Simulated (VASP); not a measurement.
Runs of VASP 6.6.1 on BP (zinc blende). The structure is that of space group F-43m (No. 216), or close to it. The cells are those of the table. 

```csv
cell,gap on the mesh (eV),pressure (GPa)
"a = 2.705 Å, angles 60.0°, 2 atoms",(b),200.8
"a = 2.763 Å, angles 60.0°, 2 atoms",0.40,155.2
"a = 2.820 Å, angles 60.0°, 2 atoms",(a),119.1
"a = 2.874 Å, angles 60.0°, 2 atoms",0.64,90.3
```

Alike in all rows: task single point; level LDA; potentials or basis VASP PAW LDA potentials, release 64 (B, P); no spin polarisation; k mesh 12 × 12 × 12; cutoff (eV) 500; smearing gaussian 0.05 eV.

Q: Estimate the missing entries.

A: (a) 0.52; (b) 0.29.

A k mesh can miss the band edges.
